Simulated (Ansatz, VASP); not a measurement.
## One calculation of BiIr, two programs

Contents of INCAR:

```
  PREC = Accurate
  ENCUT = 520
  EDIFF = 1E-6
  ISMEAR = -1
  SIGMA = 0.08
  LREAL = F
  LASPH = T
  NELM = 100
  ALGO = Normal
  ISIF = 2
  LWAVE = F
  LCHARG = F
  GGA = PE
  NBANDS = 19
```

The input KPOINTS:

```
Automatic mesh
0
Gamma
  12 12 12
```

POSCAR

```
BiIr
1.0
    0.0000000000      2.8687882197      2.8125374703
    2.8687882197      0.0000000000      2.8125374703
    2.8687882197      2.8687882197      0.0000000000
Ir Bi
1 1
Direct
    0.0000000000      0.0000000000      0.0000000000
    0.5000000000      0.5000000000      0.5000000000
```

Input for Ansatz:

```yaml
crystal:
  lattice:
    - [0.0, 2.8687882197, 2.8125374703]
    - [2.8687882197, 0.0, 2.8125374703]
    - [2.8687882197, 2.8687882197, 0.0]
  atoms:
    - { symbol: Ir, position: [0.0, 0.0, 0.0] }
    - { symbol: Bi, position: [0.5, 0.5, 0.5] }
kpoints:
  mp_grid: { grid: [12, 12, 12] }
scf:
  occupations: { method: fermi_dirac, width: 0.08 }
hamiltonian:
  xc: pbe
  pseudopotentials: { kind: all_electron, lapw: { basis_error: 0.0005 } }
output:
  forces: true
  stress: true
  eigenvalues: true
```

Change from the starting cell: x and y stretched by +2 %, z held.

Alike in both runs: task single point; functional PBE; k mesh 12 × 12 × 12; occupations fermi-dirac, width 0.08 eV; no spin polarisation.

|  | VASP | Ansatz |
| --- | --- | --- |
| version | VASP 6.6.1 | Ansatz 0.2.0 |
| potentials or method | VASP PAW PBE potentials, release 64 (Ir, Bi_d), cutoff 520 eV | all-electron LAPW, scalar-relativistic |

|  | VASP | Ansatz | Ansatz less VASP |
| --- | --- | --- | --- |
| pressure (GPa) | -4.0 | -4.1 | -0.01 |
| traceless stress, the component that is largest in VASP (GPa) | 1.36 | 1.32 | -0.036 |

Ansatz ran all-electron here, and VASP with PAW potentials.

Neither program's run includes spin-orbit coupling.
